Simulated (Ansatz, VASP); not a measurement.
## Two plane-wave programs on C

Contents of INCAR:

```
PREC = Accurate
ENCUT = 520
EDIFF = 1E-7
ISMEAR = 0
SIGMA = 0.05
LREAL = F
LASPH = T
NELM = 60
ALGO = Normal
ISIF = 2
LWAVE = F
LCHARG = F
GGA = PE
IVDW = 12
NBANDS = 11
```

File KPOINTS:

```
Automatic mesh
0
Gamma
  15 15 15
```

File POSCAR:

```
C
1.0
    1.2016689031      0.6937838646      3.2769132065
   -1.2016689031      0.6937838646      3.2769132065
    0.0000000000     -1.3875677293      3.2769132064
C
2
Direct
    0.1665956179      0.1665956179      0.1665956179
    0.8334043821      0.8334043821      0.8334043821
```

Input for Ansatz:

```yaml
crystal:
  lattice:
    - [1.2016689031, 0.6937838646, 3.2769132065]
    - [-1.2016689031, 0.6937838646, 3.2769132065]
    - [0.0, -1.3875677293, 3.2769132064]
  atoms:
    - { symbol: C, position: [0.1665956179, 0.1665956179, 0.1665956179] }
    - { symbol: C, position: [0.8334043821, 0.8334043821, 0.8334043821] }
basis:
  ecutwfc: 520.0
kpoints:
  mp_grid: { grid: [15, 15, 15] }
hamiltonian:
  xc: pbe
  pseudopotentials: { kind: paw, azcp: { folder: soft_1 } }
  dispersion: d3bj
scf:
  occupations: { method: gaussian, width: 0.05 }
output:
  forces: true
  stress: true
  eigenvalues: true
```

Change from the starting cell: mode 4 frozen in at +0.000 Å, equal normal strain along x, y and z -0.0250.

Alike in both runs: task single point; functional PBE; dispersion D3(BJ); k mesh 15 × 15 × 15; occupations gaussian, width 0.05 eV; no spin polarisation.

```csv
,VASP,Ansatz
version,VASP 6.6.1,Ansatz 0.2.0
potentials or method,"VASP PAW PBE potentials, release 64 (C), cutoff 520 eV","scalar-relativistic, plane waves, PAW"
valence electrons in the cell,8,8
```

```csv
,VASP,Ansatz,Ansatz less VASP
gap on the k mesh at the Fermi level (eV),0.72,0.72,-0.001
least direct gap on the mesh (eV),0.72,0.72,-0.001
pressure (GPa),26.5,26.0,-0.49
"traceless stress, the component that is largest in VASP (GPa)",-25.60,-25.02,+0.573
```
